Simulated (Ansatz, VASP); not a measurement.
## H: VASP beside Ansatz

INCAR

```
SYSTEM = H
  ALGO = Normal
  EDIFF = 1E-7
  ENCUT = 520
  GGA = PS
  ISIF = 2
  ISMEAR = 0
  LASPH = .TRUE.
  LCHARG = .TRUE.
  LELF = .TRUE.
  LREAL = .FALSE.
  LVHAR = .TRUE.
  LWAVE = .FALSE.
  NBANDS = 8
  NELM = 100
  PREC = Accurate
  SIGMA = 0.02
```

Contents of KPOINTS:

```
k-points
0
G
  10 10 10
  0 0 0
```

POSCAR

```
H
1.0
   -1.7611197091      1.7423819962      2.1017407083
    1.7530093216     -1.7423819962      2.0950760625
    1.7611197091      1.7423819962     -2.1017407083
H
2
Direct
    0.9033039660      0.8596897379     -0.0436142281
    0.0966960340      0.1403102621      0.0436142281
```

Input for Ansatz:

```yaml
crystal:
  lattice:
    - [-1.7611197091, 1.7423819962, 2.1017407083]
    - [1.7530093216, -1.7423819962, 2.0950760625]
    - [1.7611197091, 1.7423819962, -2.1017407083]
  atoms:
    - { symbol: H, position: [0.903303966, 0.8596897379, -0.0436142281] }
    - { symbol: H, position: [0.096696034, 0.1403102621, 0.0436142281] }
basis:
  ecutwfc: 420
kpoints:
  mp_grid: { grid: [10, 10, 10] }
hamiltonian:
  xc: pbesol
scf:
  occupations: { method: gaussian, width: 0.02 }
output:
  forces: true
  stress: true
  eigenvalues: true
```

Alike in both runs: task single point; functional PBEsol; k mesh 10 × 10 × 10; occupations gaussian, width 0.02 eV; no spin polarisation.

|  | VASP | Ansatz |
| --- | --- | --- |
| version | VASP 6.6.1 | Ansatz 0.2.0 |
| potentials or method | VASP PAW PBE potentials, release 64 (H), cutoff 520 eV | scalar-relativistic, plane waves, PAW |
| valence electrons in the cell | 2 | 2 |

VASP gave:

```
gap on the k mesh at the Fermi level (eV)                     : 6.83
least direct gap on the mesh (eV)                             : 7.54
pressure (GPa)                                                : -4.7
traceless stress, the component that is largest in VASP (GPa) : -7.40
rms of the force components (eV/Å)                            : 1.470
```

Problem. Estimate Ansatz's values.

Solution. gap on the k mesh at the Fermi level (eV): 6.83; least direct gap on the mesh (eV): 7.54; pressure (GPa): -4.6; traceless stress, the component that is largest in VASP (GPa): -7.45; rms of the force components (eV/Å): 1.477.

VASP's potentials were made for PBE, not for PBEsol. Atom by atom the forces differ by 0.007 eV/Å (rms over components).
